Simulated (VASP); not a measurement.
# Al2InAs3 (P3m1) in VASP: further runs

The runs below take Al2InAs3 through single point, with PBE.

All numbers are computed with VASP 6.6.1; they aren't measurements. Logs are shortened: lines on timing, memory, paths and dates and some standing lists are left out, and cuts for length are marked.

## (1) The cell of the first run

It takes space group P3m1 (No. 156, trigonal). Conventional cell: a = 4.155 Å, b = 4.155 Å, c = 10.190 Å, α = 90.00°, β = 90.00°, γ = 120.00°. Within 3.3 Å of Al (site symmetry 3m) lie 4 As at 2.47 to 2.52 Å. Al (site symmetry 3m) has 4 As at 2.49 to 2.52 Å within 3.3 Å. Within 3.4 Å of In (site symmetry 3m) lie 4 As at 2.61 to 2.67 Å. As (site symmetry 3m) has 1 Al at 2.47 Å and 3 In at 2.61 Å within 3.3 Å. Within 3.3 Å of As (site symmetry 3m) lie 3 Al at 2.52 Å and 1 In at 2.67 Å. As (site symmetry 3m) has 4 Al at 2.49 to 2.52 Å within 3.3 Å.

## (2) Single point, PBE

INCAR

```
PREC     = Accurate       # precision mode
ENCUT    = 520            # plane-wave cutoff, eV
EDIFF    = 1E-7           # SCF threshold, eV
ISMEAR   = 0              # smearing method
SIGMA    = 0.02           # smearing width, eV
LREAL    = False          # projectors in reciprocal space
LASPH    = True           # aspherical terms in the spheres
NELM     = 100            # most SCF steps
ALGO     = Normal         # electronic algorithm
ISIF     = 2              # what is computed and relaxed
LWAVE    = False          # write WAVECAR
LCHARG   = False          # write CHGCAR
GGA      = PE             # functional
NBANDS   = 26             # bands
```

KPOINTS

```
regular mesh
0
Gamma
  6 6 4
```

POSCAR

```
Al2InAs3
1.0
    4.1554142228      0.0000000000      0.0000000000
   -2.0777071114      3.5986942802      0.0000000000
    0.0000000000      0.0000000000     10.1899816000
Al In As
2 1 3
Direct
    0.0000000000      0.0000000000      0.0067530000
    0.6666666667      0.3333333333      0.3272110000
    0.3333333333      0.6666666667      0.6649550000
    0.0000000000      0.0000000000      0.7648440000
    0.3333333333      0.6666666667      0.4030270000
    0.6666666667      0.3333333333      0.0832100000
```

Potentials or basis: VASP PAW PBE potentials, release 64 (Al, In_d, As).

Run with:

```sh
$ cat potpaw_PBE.64/Al/POTCAR potpaw_PBE.64/In_d/POTCAR potpaw_PBE.64/As/POTCAR > POTCAR
$ mpirun -np 1 vasp_std > vasp.out
```

OUTCAR:

```text
PREC = Accurate
   ENCUT = 520
   EDIFF = 1E-7
   ISMEAR = 0
   LREAL = False
   LASPH = True
   NELM = 100
   ISIF = 2
   GGA = PE

 ion  position               nearest neighbor table
   1  0.000  0.000  0.007-   4 2.47   6 2.52   6 2.52   6 2.52
   2  0.667  0.333  0.327-   6 2.49   5 2.52   5 2.52   5 2.52
   3  0.333  0.667  0.665-   4 2.61   4 2.61   4 2.61   5 2.67
   4  0.000  0.000  0.765-   1 2.47   3 2.61   3 2.61   3 2.61
   5  0.333  0.667  0.403-   2 2.52   2 2.52   2 2.52   3 2.67
   6  0.667  0.333  0.083-   2 2.49   1 2.52   1 2.52   1 2.52

  LATTYP: Found a hexagonal cell.
 ALAT       =     4.1554142228
 C/A-ratio  =     2.4522180109

  Lattice vectors:

 A1 = (   4.1554142228,   0.0000000000,   0.0000000000)
 A2 = (  -2.0777071114,   3.5986942802,   0.0000000000)
 A3 = (   0.0000000000,   0.0000000000,  10.1899816000)

Analysis of symmetry for initial positions (statically):
=====================================================================
 Subroutine PRICEL returns:
 Original cell was already a primitive cell.

 Routine SETGRP: Setting up the symmetry group for a
 hexagonal supercell.

 Subroutine GETGRP returns: Found  6 space group operations
 (whereof  6 operations were pure point group operations)
 out of a pool of 24 trial point group operations.

The static configuration has the point symmetry C_3v.

Analysis of symmetry for dynamics (positions and initial velocities):
=====================================================================
 Subroutine PRICEL returns:
 Original cell was already a primitive cell.

 Routine SETGRP: Setting up the symmetry group for a
 hexagonal supercell.

 Subroutine GETGRP returns: Found  6 space group operations
 (whereof  6 operations were pure point group operations)
 out of a pool of 24 trial point group operations.

The dynamic configuration has the point symmetry C_3v.

 Subroutine INISYM returns: Found  6 space group operations
 (whereof  6 operations are pure point group operations),
 and found     1 'primitive' translations

----------------------------------------------------------------------------------------

                                     Primitive cell

  volume of cell :     152.3817

  direct lattice vectors                    reciprocal lattice vectors
     4.155414223  0.000000000  0.000000000     0.240649896  0.138939282  0.000000000
    -2.077707111  3.598694280  0.000000000     0.000000000  0.277878564  0.000000000
[... 95 lines left out ...]
   NSW    =      0    number of steps for IOM
   IBRION =     -1    ionic relax: 0-MD 1-quasi-New 2-CG
   NFREE  =      0    steps in history (QN), initial steepest desc. (CG)
   ISIF   =      2    stress and relaxation
   ISYM   =      2    0-nonsym 1-usesym 2-fastsym
   POTIM  = 0.5000    time-step for ionic-motion
   TEBEG  =    0.0;   TEEND  =   0.0 temperature during run
   PSTRESS=    0.0 pullay stress
   NELECT =      34.0000    total number of electrons
   NUPDOWN=      -1.0000    fix difference up-down
   EMIN   =  10.00;   EMAX   =-10.00  energy-range for DOS
   EFERMI =   0.00;   METHOD = LEGACY
   ISMEAR =     0;   SIGMA  =   0.02  broadening in eV -4-tet -1-fermi 0-gaus
   EFERMI_NEDOS =   21; number of points for ismear=-14 and -15
   IALGO  =     38    algorithm
   IMIX   =      4    mixing-type and parameters
     AMIX     =   0.40;   BMIX     =  1.00
     AMIX_MAG =   1.60;   BMIX_MAG =  1.00
  volume/ion in A,a.u.               =      25.40       171.39
  Fermi-wavevector in a.u.,A,eV,Ry     =   0.992941  1.876387 13.414425  0.985932
  Thomas-Fermi vector in A             =   2.124788
   LORBIT       =      0    0 simple, 1 ext, 2 COOP (PROOUT), +10 PAW based schemes
   GGA     = PE    functional components
   LHFCALC =     F    Hartree Fock is set to
   AEXX    =    0.0000 exact exchange contribution
   IVDW    =     0    specifies the selected vdW correction
   LEPSILON=     F    determine dielectric tensor
   LRPA    =     F    only Hartree local field effects (RPA)
 non-spin polarized calculation
 Gauss-broadening in eV      SIGMA  =   0.02
  energy-cutoff  :      520.00
  volume of cell :      152.38
 maximum number of plane-waves:      4142
 NGX is ok and might be reduce to    32
   NGX = 15   NGY = 15   NGZ = 37

 number of electron      33.9999998 magnetization

 Free energy of the ion-electron system (eV)
  ---------------------------------------------------
  ext. energy  EPLUGINS =         0.00000000
  ---------------------------------------------------
  free energy    TOTEN  =       -26.32386702 eV

  energy without entropy =      -26.32386702  energy(sigma->0) =      -26.32386702

 E-fermi :   4.1185     XC(G=0):  -8.8963

 val. band max:        3.9938161383   @ k =   0.0000   0.0000   0.0000
 cond. band min:       4.6449375358   @ k =   0.0000   0.0000   0.0000
 fundamental gap:      0.6511213975
 Fermi energy:         4.1185419984

 k-point     1 :       0.0000    0.0000    0.0000
  band No.  band energies     occupation
      1     -10.3035      2.00000
      2     -10.2510      2.00000
      3     -10.2510      2.00000
      4     -10.1381      2.00000
      5     -10.1381      2.00000
      6      -7.8701      2.00000
[... 685 lines left out ...]
     25       9.7420      0.00000
     26       9.9997      0.00000

------------------------ aborting loop because EDIFF is reached ----------------------------------------

  FORCE on cell =-STRESS in cart. coord.  units (eV):
  Direction    XX          YY          ZZ          XY          YZ          ZX
  --------------------------------------------------------------------------------------
  -------------------------------------------------------------------------------------
  Total        0.0962896      0.0962896      0.0999505      0.0000000      0.0000000      0.0000000
  in kB        1.0124117      1.0124117      1.0509034      0.0000000      0.0000000      0.0000000
  external PRESSURE =       1.0252422 kB  Pullay stress =       0.0000000 kB

 VOLUME and BASIS-vectors are now :
 -----------------------------------------------------------------------------
  energy-cutoff  :      520.00
  volume of cell :      152.38
      direct lattice vectors                 reciprocal lattice vectors
     4.155414223  0.000000000  0.000000000     0.240649896  0.138939282  0.000000000
    -2.077707111  3.598694280  0.000000000     0.000000000  0.277878564  0.000000000
     0.000000000  0.000000000 10.189981600     0.000000000  0.000000000  0.098135604

 POSITION                                       TOTAL-FORCE (eV/Angst)
 -----------------------------------------------------------------------------------
      0.00000      0.00000      0.06881         0.000000     -0.000000      0.002957
      2.07771      1.19956      3.33427         0.000000     -0.000000      0.000571
     -0.00000      2.39913      6.77588        -0.000000      0.000000     -0.000527
      0.00000      0.00000      7.79375        -0.000000     -0.000000     -0.002911
     -0.00000      2.39913      4.10684        -0.000000     -0.000000      0.002093
      2.07771      1.19956      0.84791        -0.000000     -0.000000     -0.002184
 -----------------------------------------------------------------------------------
    total drift:                                0.000001     -0.000000      0.000038

  FREE ENERGIE OF THE ION-ELECTRON SYSTEM (eV)
  ---------------------------------------------------
  free  energy   TOTEN  =       -26.3238670157 eV

  energy  without entropy=      -26.3238670157  energy(sigma->0) =      -26.32386702
```

OSZICAR:

```text
N       E                     dE             d eps       ncg     rms          rms(c)
DAV:   1     0.208428596057E+03    0.20843E+03   -0.13437E+04  1248   0.117E+03
DAV:   2    -0.420575662925E+01   -0.21263E+03   -0.19872E+03  1348   0.268E+02
DAV:   3    -0.261698758373E+02   -0.21964E+02   -0.21513E+02  1568   0.907E+01
DAV:   4    -0.270153624417E+02   -0.84549E+00   -0.84185E+00  1568   0.189E+01
DAV:   5    -0.270505997937E+02   -0.35237E-01   -0.35223E-01  1934   0.397E+00    0.637E+00
DAV:   6    -0.263988904223E+02    0.65171E+00   -0.10226E+00  1956   0.104E+01    0.377E+00
DAV:   7    -0.263229399910E+02    0.75950E-01   -0.53609E-01  1784   0.392E+00    0.984E-01
DAV:   8    -0.263211570675E+02    0.17829E-02   -0.41275E-02  1692   0.177E+00    0.610E-01
DAV:   9    -0.263230566600E+02   -0.18996E-02   -0.48777E-03  1428   0.403E-01    0.202E-01
DAV:  10    -0.263236532544E+02   -0.59659E-03   -0.46913E-04  1778   0.145E-01    0.117E-01
DAV:  11    -0.263238599851E+02   -0.20673E-03   -0.27568E-04  1410   0.114E-01    0.487E-02
DAV:  12    -0.263238634215E+02   -0.34364E-05   -0.16807E-05  1846   0.352E-02    0.219E-02
DAV:  13    -0.263238659582E+02   -0.25367E-05   -0.45429E-06  1522   0.123E-02    0.895E-03
DAV:  14    -0.263238669777E+02   -0.10195E-05   -0.23584E-06  1392   0.946E-03    0.309E-03
DAV:  15    -0.263238670157E+02   -0.37945E-07   -0.18259E-07  1432   0.256E-03
   1 F= -.26323867E+02 E0= -.26323867E+02  d E =-.201752E-20
```

stdout:

```text
POSCAR found type information on POSCAR AlInAs
 POSCAR found :  3 types and       6 ions
 scaLAPACK will be used
 LDA part: xc-table for (Slater+PW92), standard interpolation
 POSCAR, INCAR and KPOINTS ok, starting setup
 FFT: planning ... GRIDC
 FFT: planning ... GRID_SOFT
 FFT: planning ... GRID
 WAVECAR not read
 entering main loop
```

Wall time 2.3 min (1 thread of Intel Xeon Platinum 8259CL at 2.50GHz (Skylake/Cascade Lake), shared host); peak memory 0.32 GiB.

Results:

```yaml
Free_energy: -26.3239 eV
Pressure: 0.1 GPa
Band_gap_on_the_k_mesh: 0.65 eV, direct
```

Forces in eV/Å, atoms in the order of the input:
```
Al   0.000  0.000  0.003
Al   0.000  0.000  0.001
In   0.000  0.000 -0.001
As   0.000  0.000 -0.003
As   0.000  0.000  0.002
As   0.000  0.000 -0.002
```

Caveat: spin-orbit coupling is left out, which moves the levels of the heavy elements.

## (3) Single point, PBE (volume scaled by 1.03, then relaxed in part)

INCAR

```
PREC = Accurate
ENCUT = 520
EDIFF = 1E-6
ISMEAR = 0
SIGMA = 0.02
LREAL = F
LASPH = T
NELM = 80
ALGO = Normal
ISIF = 2
LWAVE = F
LCHARG = F
GGA = PE
NBANDS = 26
```

KPOINTS

```
Automatic mesh
0
Gamma
  6 6 4
```

POSCAR

```
Al2InAs3
1.0
    4.1969489092      0.0000000000      0.0000000000
   -2.0984744546      3.6346643738      0.0000000000
    0.0000000000      0.0000000000     10.2889700598
Al In As
2 1 3
Direct
    0.0000000000      0.0000000000      0.0064527333
    0.6666666667      0.3333333333      0.3270651970
    0.3333333333      0.6666666667      0.6654764238
    0.0000000000      0.0000000000      0.7645914739
    0.3333333333      0.6666666667      0.4032351640
    0.6666666667      0.3333333333      0.0831790079
```

Potentials or basis: VASP PAW PBE potentials, release 64 (Al, In_d, As).

Run with:

```sh
$ cat potpaw_PBE.64/Al/POTCAR potpaw_PBE.64/In_d/POTCAR potpaw_PBE.64/As/POTCAR > POTCAR
$ mpirun -np 1 vasp_std > vasp.out
```

OUTCAR:

```text
PREC = Accurate
   ENCUT = 520
   EDIFF = 1E-6
   ISMEAR = 0
   LREAL = F
   LASPH = T
   NELM = 80
   ISIF = 2
   GGA = PE

 ion  position               nearest neighbor table
   1  0.000  0.000  0.006-   4 2.49   6 2.55   6 2.55   6 2.55
   2  0.667  0.333  0.327-   6 2.51   5 2.55   5 2.55   5 2.55
   3  0.333  0.667  0.665-   4 2.63   4 2.63   4 2.63   5 2.70
   4  0.000  0.000  0.765-   1 2.49   3 2.63   3 2.63   3 2.63
   5  0.333  0.667  0.403-   2 2.55   2 2.55   2 2.55   3 2.70
   6  0.667  0.333  0.083-   2 2.51   1 2.55   1 2.55   1 2.55

  LATTYP: Found a hexagonal cell.
 ALAT       =     4.1969489092
 C/A-ratio  =     2.4515356947

  Lattice vectors:

 A1 = (   4.1969489092,   0.0000000000,   0.0000000000)
 A2 = (  -2.0984744546,   3.6346643738,   0.0000000000)
 A3 = (   0.0000000000,   0.0000000000,  10.2889700598)

Analysis of symmetry for initial positions (statically):
=====================================================================
 Subroutine PRICEL returns:
 Original cell was already a primitive cell.

[... 180 lines left out ...]
 cond. band min:       4.1994451915   @ k =   0.0000   0.0000   0.0000
 fundamental gap:      0.4826465579
 Fermi energy:         3.8089250834

 k-point     1 :       0.0000    0.0000    0.0000
  band No.  band energies     occupation
      1     -10.5219      2.00000
      2     -10.4785      2.00000
      3     -10.4785      2.00000
      4     -10.3742      2.00000
      5     -10.3742      2.00000
      6      -7.9625      2.00000
[... 685 lines left out ...]
     25       9.3564      0.00000
     26       9.6510      0.00000

------------------------ aborting loop because EDIFF is reached ----------------------------------------

  FORCE on cell =-STRESS in cart. coord.  units (eV):
  Direction    XX          YY          ZZ          XY          YZ          ZX
  --------------------------------------------------------------------------------------
  -------------------------------------------------------------------------------------
  Total       -1.5367738     -1.5367738     -1.5517958      0.0000000      0.0000000     -0.0000000
  in kB      -15.6873873    -15.6873873    -15.8407327      0.0000000      0.0000000     -0.0000000
  external PRESSURE =     -15.7385024 kB  Pullay stress =       0.0000000 kB

 VOLUME and BASIS-vectors are now :
 -----------------------------------------------------------------------------
  energy-cutoff  :      520.00
  volume of cell :      156.95
      direct lattice vectors                 reciprocal lattice vectors
     4.196948909  0.000000000  0.000000000     0.238268328  0.137564283  0.000000000
    -2.098474455  3.634664374  0.000000000     0.000000000  0.275128567  0.000000000
     0.000000000  0.000000000 10.288970060     0.000000000  0.000000000  0.097191458

 POSITION                                       TOTAL-FORCE (eV/Angst)
 -----------------------------------------------------------------------------------
      0.00000      0.00000      0.06639         0.000000      0.000000     -0.001091
      2.09847      1.21155      3.36516        -0.000000      0.000000     -0.002007
     -0.00000      2.42311      6.84707        -0.000000     -0.000000     -0.001348
      0.00000      0.00000      7.86686         0.000000     -0.000000     -0.002600
     -0.00000      2.42311      4.14887        -0.000000      0.000000      0.004427
      2.09847      1.21155      0.85583        -0.000000      0.000000      0.002618
 -----------------------------------------------------------------------------------
    total drift:                                0.000001     -0.000000      0.000135

  FREE ENERGIE OF THE ION-ELECTRON SYSTEM (eV)
  ---------------------------------------------------
  free  energy   TOTEN  =       -26.3025300514 eV

  energy  without entropy=      -26.3025300514  energy(sigma->0) =      -26.30253005
```

OSZICAR:

```text
N       E                     dE             d eps       ncg     rms          rms(c)
DAV:   1     0.211526239589E+03    0.21153E+03   -0.13499E+04  1248   0.117E+03
DAV:   2    -0.329676775188E+01   -0.21482E+03   -0.20071E+03  1326   0.268E+02
DAV:   3    -0.260814509643E+02   -0.22785E+02   -0.22263E+02  1638   0.920E+01
DAV:   4    -0.269717418564E+02   -0.89029E+00   -0.88704E+00  1554   0.192E+01
DAV:   5    -0.270074634747E+02   -0.35722E-01   -0.35708E-01  1916   0.396E+00    0.614E+00
DAV:   6    -0.263700992875E+02    0.63736E+00   -0.10195E+00  1910   0.999E+00    0.363E+00
DAV:   7    -0.263012739092E+02    0.68825E-01   -0.51129E-01  1774   0.370E+00    0.979E-01
DAV:   8    -0.262997443400E+02    0.15296E-02   -0.38726E-02  1694   0.169E+00    0.583E-01
DAV:   9    -0.263017586035E+02   -0.20143E-02   -0.48443E-03  1432   0.418E-01    0.181E-01
DAV:  10    -0.263023062783E+02   -0.54767E-03   -0.41687E-04  1854   0.130E-01    0.115E-01
DAV:  11    -0.263025218965E+02   -0.21562E-03   -0.27702E-04  1380   0.104E-01    0.463E-02
DAV:  12    -0.263025261748E+02   -0.42784E-05   -0.17618E-05  1872   0.382E-02    0.223E-02
DAV:  13    -0.263025288074E+02   -0.26325E-05   -0.41271E-06  1382   0.116E-02    0.109E-02
DAV:  14    -0.263025299800E+02   -0.11726E-05   -0.26723E-06  1210   0.967E-03    0.367E-03
DAV:  15    -0.263025300514E+02   -0.71384E-07   -0.21843E-07   922   0.290E-03
   1 F= -.26302530E+02 E0= -.26302530E+02  d E =-.955361E-13
```

It took 94 s on 1 thread of Intel Xeon Platinum 8259CL at 2.50GHz (Skylake/Cascade Lake), shared host; peak memory 0.32 GiB.

What came out:

```
Free energy            : -26.3025 eV
Pressure               : -1.6 GPa
Largest force          : 0.004 eV/Å
Band gap on the k mesh : 0.48 eV, direct
```

Forces in eV/Å, atoms in the order of the input:
```
Al   0.000  0.000 -0.001
Al   0.000  0.000 -0.002
In   0.000  0.000 -0.001
As   0.000  0.000 -0.003
As   0.000  0.000  0.004
As   0.000  0.000  0.003
```

Caveat: spin-orbit coupling is left out, which moves the levels of the heavy elements.

(Part 1 of 2 ends here.)
